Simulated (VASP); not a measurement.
Input of a VASP 6.6.1 run:

The input INCAR:

```
SYSTEM = TeAs
PREC = Accurate
ENCUT = 500
EDIFF = 1E-6
ISMEAR = -1
SIGMA = 0.1
LREAL = .FALSE.
LASPH = .TRUE.
NELM = 120
ALGO = Normal
ISIF = 2
LWAVE = .FALSE.
LCHARG = .FALSE.
GGA = PS
NBANDS = 12
GGA_COMPAT = .FALSE.
```

Contents of KPOINTS:

```
regular mesh
0
G
  7 7 7
  0 0 0
```

File POSCAR:

```
TeAs
1.0
    0.0000000000      2.8863197641      2.8863197641
    2.8863197641      0.0000000000      2.8863197641
    2.8863197641      2.8863197641      0.0000000000
Te As
1 1
Direct
    0.5000000000      0.5000000000      0.5000000000
    0.0000000000      0.0000000000      0.0000000000
```

Potentials or basis: VASP PAW PBE potentials, release 64 (Te, As).

Run with:

```sh
$ cat potpaw_PBE.64/Te/POTCAR potpaw_PBE.64/As/POTCAR > POTCAR
$ mpirun -np 1 vasp_std > vasp.out
```

Predict the pressure.

3.1 GPa.

Caveat: the PAW data sets were made with another functional, which shifts forces and pressure a little.
